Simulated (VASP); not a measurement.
# AlMo3H (Pm-3m) in VASP: a series of runs

AlMo3H is run at these levels: PBE; tasks: single point.

Program: VASP 6.6.1. These are calculated values, not measurements. Logs are shortened: lines on timing, memory, paths and dates and some standing lists are left out, and cuts for length are marked.

## 1. The cell of the first run

It takes space group Pm-3m (No. 221, cubic). The conventional cell has a = 4.004 Å, b = 4.004 Å, c = 4.004 Å, α = 90.00°, β = 90.00°, γ = 90.00°. Al (site symmetry m-3m) has 6 Mo at 2.00 Å within 2.7 Å. Within 3.7 Å of H (site symmetry m-3m) lie 12 Mo at 2.83 Å and 8 Al at 3.47 Å. Mo (site symmetry 4/mmm) has 2 Al at 2.00 Å within 2.7 Å.

The cell was generated, and may not be a known phase.

## 2. Single point, PBE

File INCAR:

```
SYSTEM = AlMo3H
PREC = Accurate ; ENCUT = 520
EDIFF = 1E-6 ; ISMEAR = 0
SIGMA = 0.1 ; LREAL = .FALSE.
LASPH = .TRUE. ; NELM = 100
ALGO = Fast ; ISIF = 2
LWAVE = .FALSE. ; LCHARG = .FALSE.
GGA = PE ; NBANDS = 31
```

File KPOINTS:

```
regular mesh
0
G
  4 4 4
  0 0 0
```

File POSCAR:

```
AlMo3H
1.0
    4.0035849200      0.0000000000      0.0000000000
    0.0000000000      4.0035849200      0.0000000000
    0.0000000000      0.0000000000      4.0035849200
Al H Mo
1 1 3
Direct
    0.5000000000      0.5000000000      0.5000000000
    0.0000000000      0.0000000000      0.0000000000
    0.0000000000      0.5000000000      0.5000000000
    0.5000000000      0.0000000000      0.5000000000
    0.5000000000      0.5000000000      0.0000000000
```

Potentials or basis: VASP PAW PBE potentials, release 64 (Al, H, Mo_sv).

Launch:

```
cat potpaw_PBE.64/Al/POTCAR potpaw_PBE.64/H/POTCAR potpaw_PBE.64/Mo_sv/POTCAR > POTCAR
mpirun -np 1 vasp_std > vasp.out
```

OUTCAR:

```text
SYSTEM = AlMo3H
   PREC = Accurate
   ENCUT = 520
   EDIFF = 1E-6
   ISMEAR = 0
   LREAL = .FALSE.
   LASPH = .TRUE.
   NELM = 100
   ISIF = 2
   GGA = PE

 ion  position               nearest neighbor table
   1  0.500  0.500  0.500-   3 2.00   4 2.00   5 2.00   5 2.00   4 2.00   3 2.00
   2  0.000  0.000  0.000-
   3  0.000  0.500  0.500-   1 2.00   1 2.00   5 2.83   5 2.83   4 2.83   4 2.83   4 2.83   5 2.83
                             5 2.83   4 2.83
   4  0.500  0.000  0.500-   1 2.00   1 2.00   5 2.83   5 2.83   3 2.83   3 2.83   5 2.83   5 2.83
                             3 2.83   3 2.83
   5  0.500  0.500  0.000-   1 2.00   1 2.00   4 2.83   3 2.83   3 2.83   4 2.83   4 2.83   4 2.83
                             3 2.83   3 2.83

  LATTYP: Found a simple cubic cell.
 ALAT       =     4.0035849200

  Lattice vectors:

 A1 = (   4.0035849200,   0.0000000000,   0.0000000000)
 A2 = (   0.0000000000,   4.0035849200,   0.0000000000)
 A3 = (   0.0000000000,   0.0000000000,   4.0035849200)

Analysis of symmetry for initial positions (statically):
=====================================================================
 Subroutine PRICEL returns:
 Original cell was already a primitive cell.

 Routine SETGRP: Setting up the symmetry group for a
 simple cubic supercell.

 Subroutine GETGRP returns: Found 48 space group operations
 (whereof 48 operations were pure point group operations)
 out of a pool of 48 trial point group operations.

The static configuration has the point symmetry O_h .

Analysis of symmetry for dynamics (positions and initial velocities):
=====================================================================
 Subroutine PRICEL returns:
 Original cell was already a primitive cell.

 Routine SETGRP: Setting up the symmetry group for a
 simple cubic supercell.

 Subroutine GETGRP returns: Found 48 space group operations
 (whereof 48 operations were pure point group operations)
 out of a pool of 48 trial point group operations.

The dynamic configuration has the point symmetry O_h .

 Subroutine INISYM returns: Found 48 space group operations
 (whereof 48 operations are pure point group operations),
 and found     1 'primitive' translations

----------------------------------------------------------------------------------------

[... 83 lines left out ...]
   EDIFF  = 0.1E-05   stopping-criterion for ELM
   LREAL  =      F    real-space projection
   EDIFFG = 0.1E-04   stopping-criterion for IOM
   NSW    =      0    number of steps for IOM
   IBRION =     -1    ionic relax: 0-MD 1-quasi-New 2-CG
   NFREE  =      0    steps in history (QN), initial steepest desc. (CG)
   ISIF   =      2    stress and relaxation
   ISYM   =      2    0-nonsym 1-usesym 2-fastsym
   POTIM  = 0.5000    time-step for ionic-motion
   TEBEG  =    0.0;   TEEND  =   0.0 temperature during run
   PSTRESS=    0.0 pullay stress
   NELECT =      46.0000    total number of electrons
   NUPDOWN=      -1.0000    fix difference up-down
   EMIN   =  10.00;   EMAX   =-10.00  energy-range for DOS
   EFERMI =   0.00;   METHOD = LEGACY
   ISMEAR =     0;   SIGMA  =   0.10  broadening in eV -4-tet -1-fermi 0-gaus
   EFERMI_NEDOS =   21; number of points for ismear=-14 and -15
   IALGO  =     68    algorithm
   IMIX   =      4    mixing-type and parameters
     AMIX     =   0.40;   BMIX     =  1.00
     AMIX_MAG =   1.60;   BMIX_MAG =  1.00
  volume/ion in A,a.u.               =      12.83        86.61
  Fermi-wavevector in a.u.,A,eV,Ry     =   1.465138  2.768708 29.206647  2.146628
  Thomas-Fermi vector in A             =   2.581030
   LORBIT       =      0    0 simple, 1 ext, 2 COOP (PROOUT), +10 PAW based schemes
   GGA     = PE    functional components
   LHFCALC =     F    Hartree Fock is set to
   AEXX    =    0.0000 exact exchange contribution
   IVDW    =     0    specifies the selected vdW correction
   LEPSILON=     F    determine dielectric tensor
   LRPA    =     F    only Hartree local field effects (RPA)
 non-spin polarized calculation
 RMM-DIIS sequential band-by-band and
 Gauss-broadening in eV      SIGMA  =   0.10
  energy-cutoff  :      520.00
  volume of cell :       64.17
 maximum number of plane-waves:      1750
 NGX is ok and might be reduce to    30
   NGX = 15   NGY = 15   NGZ = 15

 number of electron      46.0000016 magnetization

 Free energy of the ion-electron system (eV)
  ---------------------------------------------------
  ext. energy  EPLUGINS =         0.00000000
  ---------------------------------------------------
  free energy    TOTEN  =       -21.87840435 eV

  energy without entropy =      -21.85775596  energy(sigma->0) =      -21.86808016

 E-fermi :  10.6195     XC(G=0): -12.3500

 val. band max:       10.4887083862   @ k =   0.5000   0.2500   0.2500
 cond. band min:      10.6490761190   @ k =   0.5000   0.5000   0.2500
 fundamental gap:      0.1603677328
 Fermi energy:        10.6194897404

 k-point     1 :       0.0000    0.0000    0.0000
  band No.  band energies     occupation
      1     -50.1480      2.00000
      2     -49.9068      2.00000
      3     -49.9068      2.00000
      4     -24.9440      2.00000
      5     -24.9440      2.00000
      6     -24.9440      2.00000
[... 329 lines left out ...]
     30      14.1819      0.00000
     31      14.1819      0.00000

------------------------ aborting loop because EDIFF is reached ----------------------------------------

  FORCE on cell =-STRESS in cart. coord.  units (eV):
  Direction    XX          YY          ZZ          XY          YZ          ZX
  --------------------------------------------------------------------------------------
  -------------------------------------------------------------------------------------
  Total       34.2351746     34.2351746     34.2351746     -0.0000000     -0.0000000      0.0000000
  in kB      854.7438707    854.7438707    854.7438707     -0.0000000     -0.0000000      0.0000000
  external PRESSURE =     854.7438707 kB  Pullay stress =       0.0000000 kB

 VOLUME and BASIS-vectors are now :
 -----------------------------------------------------------------------------
  energy-cutoff  :      520.00
  volume of cell :       64.17
      direct lattice vectors                 reciprocal lattice vectors
     4.003584920  0.000000000  0.000000000     0.249776143  0.000000000  0.000000000
     0.000000000  4.003584920  0.000000000     0.000000000  0.249776143  0.000000000
     0.000000000  0.000000000  4.003584920     0.000000000  0.000000000  0.249776143

 POSITION                                       TOTAL-FORCE (eV/Angst)
 -----------------------------------------------------------------------------------
      2.00179      2.00179      2.00179         0.000000      0.000000      0.000000
      0.00000      0.00000      0.00000         0.000000      0.000000      0.000000
      0.00000      2.00179      2.00179         0.000000      0.000000      0.000000
      2.00179      0.00000      2.00179         0.000000      0.000000      0.000000
      2.00179      2.00179      0.00000         0.000000      0.000000      0.000000
 -----------------------------------------------------------------------------------
    total drift:                                0.000000      0.000000     -0.000000

  FREE ENERGIE OF THE ION-ELECTRON SYSTEM (eV)
  ---------------------------------------------------
  free  energy   TOTEN  =       -21.8784043549 eV

  energy  without entropy=      -21.8577559630  energy(sigma->0) =      -21.86808016
```

OSZICAR:

```text
N       E                     dE             d eps       ncg     rms          rms(c)
DAV:   1     0.534860345328E+03    0.53486E+03   -0.27997E+04   620   0.150E+03
DAV:   2    -0.109685440210E+02   -0.54583E+03   -0.52801E+03   704   0.472E+02
DAV:   3    -0.264774516682E+02   -0.15509E+02   -0.14625E+02   765   0.781E+01
DAV:   4    -0.267011487712E+02   -0.22370E+00   -0.22327E+00   662   0.885E+00
DAV:   5    -0.267043266958E+02   -0.31779E-02   -0.31776E-02   734   0.111E+00    0.343E+01
RMM:   6    -0.221032446341E+02    0.46011E+01   -0.85684E+00   645   0.147E+01    0.114E+01
RMM:   7    -0.218805034365E+02    0.22274E+00   -0.26927E+00   673   0.767E+00    0.195E+00
RMM:   8    -0.218782105359E+02    0.22929E-02   -0.21878E-01   652   0.292E+00    0.100E+00
RMM:   9    -0.218779191682E+02    0.29137E-03   -0.29897E-02   691   0.987E-01    0.495E-01
RMM:  10    -0.218785392866E+02   -0.62012E-03   -0.58213E-03   708   0.418E-01    0.246E-01
RMM:  11    -0.218783905875E+02    0.14870E-03   -0.81174E-04   661   0.171E-01    0.344E-02
RMM:  12    -0.218784012554E+02   -0.10668E-04   -0.13918E-04   706   0.729E-02    0.388E-02
RMM:  13    -0.218784040964E+02   -0.28410E-05   -0.29796E-05   716   0.321E-02    0.231E-02
RMM:  14    -0.218784043549E+02   -0.25855E-06   -0.59563E-06   494   0.135E-02
   1 F= -.21878404E+02 E0= -.21868080E+02  d E =-.206484E-01
```

It took 20 s on 1 thread of Oxide Virtual Turin-like, shared host; peak memory 0.13 GiB.

Results:

```yaml
Free_energy: -21.8784 eV
Pressure: 85.5 GPa
Band_gap_on_the_k_mesh: zero (bands 23 and 24 overlap by 1.65 eV)
```

Caveat: the k points lie up to 0.39 Å⁻¹ apart, too coarse for converged energies and pressures of a metal.

## 3. Single point, PBE

This run uses another cell than the first one, of 19.09 Å³/atom.

File INCAR:

```
  ALGO = Normal
  EDIFF = 1E-7
  ENCUT = 520
  GGA = PE
  ISIF = 2
  ISMEAR = 0
  LASPH = T
  LCHARG = T
  LELF = T
  LREAL = F
  LVHAR = T
  LWAVE = F
  NBANDS = 31
  NELM = 80
  PREC = Accurate
  SIGMA = 0.1
```

File KPOINTS:

```
k-points
0
Gamma
  8 8 8
```

Edit POSCAR of step 2 so:

```diff
@@ -2,5 +2,5 @@
 1.0
-    4.0035849200      0.0000000000      0.0000000000
-    0.0000000000      4.0035849200      0.0000000000
-    0.0000000000      0.0000000000      4.0035849200
+    4.5699029261      0.0000000000      0.0000000000
+    0.0000000000      4.5699029261      0.0000000000
+    0.0000000000      0.0000000000      4.5699029261
 Al H Mo
```

Potentials or basis: VASP PAW PBE potentials, release 64 (Al, H, Mo_sv).

Launch:

```
cat potpaw_PBE.64/Al/POTCAR potpaw_PBE.64/H/POTCAR potpaw_PBE.64/Mo_sv/POTCAR > POTCAR
mpirun -np 1 vasp_std > vasp.out
```

OUTCAR:

```text
EDIFF = 1E-7
   ENCUT = 520
   GGA = PE
   ISIF = 2
   ISMEAR = 0
   LASPH = T
   LREAL = F
   NELM = 80
   PREC = Accurate

 ion  position               nearest neighbor table
   1  0.500  0.500  0.500-   3 2.28   4 2.28   5 2.28   5 2.28   4 2.28   3 2.28
   2  0.000  0.000  0.000-
   3  0.000  0.500  0.500-   1 2.28   1 2.28   5 3.23   5 3.23   4 3.23   4 3.23   4 3.23   5 3.23
                             5 3.23   4 3.23
[... 1023 lines left out ...]
  Direction    XX          YY          ZZ          XY          YZ          ZX
  --------------------------------------------------------------------------------------
  -------------------------------------------------------------------------------------
  Total        0.0442441      0.0442441      0.0442441      0.0000000     -0.0000000     -0.0000000
  in kB        0.7427548      0.7427548      0.7427548      0.0000000     -0.0000000     -0.0000000
  external PRESSURE =       0.7427548 kB  Pullay stress =       0.0000000 kB

 VOLUME and BASIS-vectors are now :
 -----------------------------------------------------------------------------
  energy-cutoff  :      520.00
  volume of cell :       95.44
      direct lattice vectors                 reciprocal lattice vectors
     4.569902926  0.000000000  0.000000000     0.218823029  0.000000000  0.000000000
     0.000000000  4.569902926  0.000000000     0.000000000  0.218823029  0.000000000
     0.000000000  0.000000000  4.569902926     0.000000000  0.000000000  0.218823029

 POSITION                                       TOTAL-FORCE (eV/Angst)
 -----------------------------------------------------------------------------------
      2.28495      2.28495      2.28495         0.000000      0.000000      0.000000
      0.00000      0.00000      0.00000         0.000000      0.000000      0.000000
      0.00000      2.28495      2.28495         0.000000      0.000000      0.000000
      2.28495      0.00000      2.28495         0.000000      0.000000      0.000000
      2.28495      2.28495      0.00000         0.000000      0.000000      0.000000
 -----------------------------------------------------------------------------------
    total drift:                                0.000000      0.000000      0.000000

  FREE ENERGIE OF THE ION-ELECTRON SYSTEM (eV)
  ---------------------------------------------------
  free  energy   TOTEN  =       -27.9208898196 eV

  energy  without entropy=      -27.8839149922  energy(sigma->0) =      -27.90240241
```

OSZICAR:

```text
N       E                     dE             d eps       ncg     rms          rms(c)
DAV:   1     0.459636503787E+03    0.45964E+03   -0.27329E+04  2418   0.141E+03
DAV:   2    -0.165715544477E+02   -0.47621E+03   -0.46044E+03  2497   0.426E+02
DAV:   3    -0.319627674258E+02   -0.15391E+02   -0.14228E+02  2857   0.672E+01
DAV:   4    -0.323353773711E+02   -0.37261E+00   -0.36894E+00  2382   0.898E+00
DAV:   5    -0.323434882879E+02   -0.81109E-02   -0.81021E-02  2771   0.129E+00    0.185E+01
DAV:   6    -0.279990793973E+02    0.43444E+01   -0.16428E+01  2420   0.198E+01    0.362E+00
DAV:   7    -0.279268124641E+02    0.72267E-01   -0.53351E-01  2737   0.327E+00    0.166E+00
DAV:   8    -0.279209795253E+02    0.58329E-02   -0.23953E-02  2424   0.104E+00    0.552E-01
DAV:   9    -0.279210592030E+02   -0.79678E-04   -0.51130E-03  2643   0.424E-01    0.198E-01
DAV:  10    -0.279208676220E+02    0.19158E-03   -0.56649E-04  2584   0.118E-01    0.129E-01
DAV:  11    -0.279208956551E+02   -0.28033E-04   -0.16217E-04  2711   0.502E-02    0.192E-02
DAV:  12    -0.279208897376E+02    0.59174E-05   -0.28043E-05  2478   0.274E-02    0.385E-03
DAV:  13    -0.279208898196E+02   -0.81933E-07   -0.56766E-07  2354   0.388E-03
   1 F= -.27920890E+02 E0= -.27902402E+02  d E =-.369748E-01
```

stdout:

```text
POSCAR found type information on POSCAR AlH Mo
 POSCAR found :  3 types and       5 ions
 scaLAPACK will be used
 LDA part: xc-table for (Slater+PW92), standard interpolation
 POSCAR, INCAR and KPOINTS ok, starting setup
 FFT: planning ... GRIDC
 FFT: planning ... GRID_SOFT
 FFT: planning ... GRID
 WAVECAR not read
 entering main loop
```

It took 86 s on 1 thread of Oxide Virtual Turin-like, shared host; peak memory 0.22 GiB.

What came out:

- Free energy: -27.9209 eV
- Pressure: 0.1 GPa
- Band gap on the k mesh: zero (bands 23 and 24 overlap by 1.02 eV)

The gap in the log of VASP goes by the Fermi energy; the results here count the filled bands.